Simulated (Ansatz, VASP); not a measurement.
# WSe2: VASP beside Ansatz

Contents of INCAR:

```
  PREC = Accurate
  ENCUT = 520
  EDIFF = 1E-6
  ISMEAR = 0
  SIGMA = 0.05
  LREAL = F
  LASPH = T
  NELM = 100
  ALGO = Normal
  ISIF = 2
  LWAVE = F
  LCHARG = T
  GGA = PE
  IVDW = 12
  LELF = T
  LVHAR = T
  NBANDS = 35
```

KPOINTS

```
regular mesh
0
Gamma
  12 12 2
```

Contents of POSCAR:

```
WSe2
1.0
    3.2903309810     -0.0394822392      0.0282891116
   -1.6793581126      2.8425486682      0.0278439280
    0.1115227812      0.1911365942     12.6184261655
W Se
2 4
Direct
    0.3214989676      0.6868515477      0.2675631839
    0.6027528139      0.2610963111      0.7457705527
    0.3464671057      0.7543581921      0.5791968325
    0.7338941845      0.3417687389      0.1670650695
    0.3373058691      0.6151996672      0.8579436890
    0.6580810592      0.3407255430      0.3824606725
```

Input for Ansatz:

```yaml
crystal:
  lattice:
    - [3.290330981, -0.0394822392, 0.0282891116]
    - [-1.6793581126, 2.8425486682, 0.027843928]
    - [0.1115227812, 0.1911365942, 12.6184261655]
  atoms:
    - { symbol: W, position: [0.3214989676, 0.6868515477, 0.2675631839] }
    - { symbol: W, position: [0.6027528139, 0.2610963111, 0.7457705527] }
    - { symbol: Se, position: [0.3464671057, 0.7543581921, 0.5791968325] }
    - { symbol: Se, position: [0.7338941845, 0.3417687389, 0.1670650695] }
    - { symbol: Se, position: [0.3373058691, 0.6151996672, 0.857943689] }
    - { symbol: Se, position: [0.6580810592, 0.340725543, 0.3824606725] }
basis:
  ecutwfc: 420
kpoints:
  mp_grid: { grid: [12, 12, 2] }
hamiltonian:
  xc: pbe
  dispersion: d3bj
scf:
  occupations: { method: gaussian, width: 0.05 }
output:
  forces: true
  stress: true
  eigenvalues: true
```

Change from the starting cell: all atoms moved at random (sigma 0.3 Å a component), cell strained at random (sigma 0.01).

Alike in both runs: task single point; functional PBE; dispersion D3(BJ); k mesh 12 × 12 × 2; occupations gaussian, width 0.05 eV; no spin polarisation.

```csv
,VASP,Ansatz
version,VASP 6.6.1,Ansatz 0.2.0
potentials or method,"VASP PAW PBE potentials, release 64 (W_sv, Se), cutoff 520 eV","scalar-relativistic, plane waves, PAW"
valence electrons in the cell,52,92
```

VASP gave:

| Quantity | Value |
| --- | --- |
| gap on the k mesh at the Fermi level (eV) | none |
| pressure (GPa) | 29.3 |
| traceless stress, the component that is largest in VASP (GPa) | 9.40 |
| rms of the force components (eV/Å) | 4.867 |

Q: Which values does Ansatz return?

A: gap on the k mesh at the Fermi level (eV): none; pressure (GPa): 28.7; traceless stress, the component that is largest in VASP (GPa): 9.36; rms of the force components (eV/Å): 4.825.

Atom by atom the forces differ by 0.049 eV/Å (rms over components). A gap of «none» marks a metal or a gap that the smearing closes. Both programs put the cell under a high pressure, so it lies far from rest at this level. VASP's potentials hold 52 valence electrons a cell and Ansatz's 92, so a difference there can come from the potentials and not from the codes.

Neither program's run includes spin-orbit coupling.
